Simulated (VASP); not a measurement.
A run of VASP 6.6.1 is set up as follows.

Contents of POSCAR:

```
Si3Ge
1.0
    1.9564933497      1.1295819621      6.3865322291
   -1.9564933497      1.1295819621      6.3865322291
    0.0000000000     -2.2591639242      6.3865322291
Si Ge
3 1
Direct
    1.0016055265      0.0016055265      0.0016055265
    0.4984313415      0.4984313415      0.4984313415
    0.3750055377      0.3750055377      0.3750055377
    0.8749575943      0.8749575943      0.8749575943
```

Contents of INCAR.step1:

```
SYSTEM = Si3Ge
ALGO = Normal
EDIFF = 1E-4
ENCUT = 600
GGA = PE
ISMEAR = -1
LASPH = .True.
LCHARG = .False.
LREAL = .False.
LWAVE = .True.
NELM = 100
PREC = Accurate
SIGMA = 0.02
```

Contents of INCAR.step2:

```
SYSTEM = Si3Ge
ALGO = Normal
EDIFF = 1E-6
EDIFFG = -0.005
ENCUT = 600
IBRION = 2
ISIF = 3
ISMEAR = -1
ISTART = 1
LASPH = .True.
LCHARG = .False.
LMIXTAU = .True.
LREAL = .False.
LWAVE = .False.
METAGGA = R2SCAN
NELM = 100
NSW = 80
PREC = Accurate
SIGMA = 0.02
```

File KPOINTS:

```
k-points
0
Gamma
  8 8 8
  0 0 0
```

Potentials or basis: VASP PAW PBE potentials, release 64 (Si, Ge_d).

The run is started by

```console
$ cat potpaw_PBE.64/Si/POTCAR potpaw_PBE.64/Ge_d/POTCAR > POTCAR
$ cp INCAR.step1 INCAR
$ mpirun -np 1 vasp_std > vasp.out
$ cp INCAR.step2 INCAR
$ mpirun -np 1 vasp_std > vasp.out
```

What does it give for the relaxed volume?

20.70 Å³/atom.

What does it give for the band gap on the k mesh?

0.77 eV (least direct gap 1.45 eV).

What does it give for the relaxed cell?

a = 6.723 Å, b = 6.723 Å, c = 6.723 Å, α = 33.58°, β = 33.58°, γ = 33.58°.

What does it give for the space group after relaxing (to 0.1 Å)?

R3m (No. 160).

Forces on the atoms (eV/Å):
```
Si   0.000  0.000  0.000
Si   0.000  0.000 -0.001
Si   0.000  0.000  0.004
Ge   0.000  0.000 -0.003
```

Caveat: the PAW data sets were made with another functional, which shifts forces and pressure a little. A k mesh can miss the band edges.
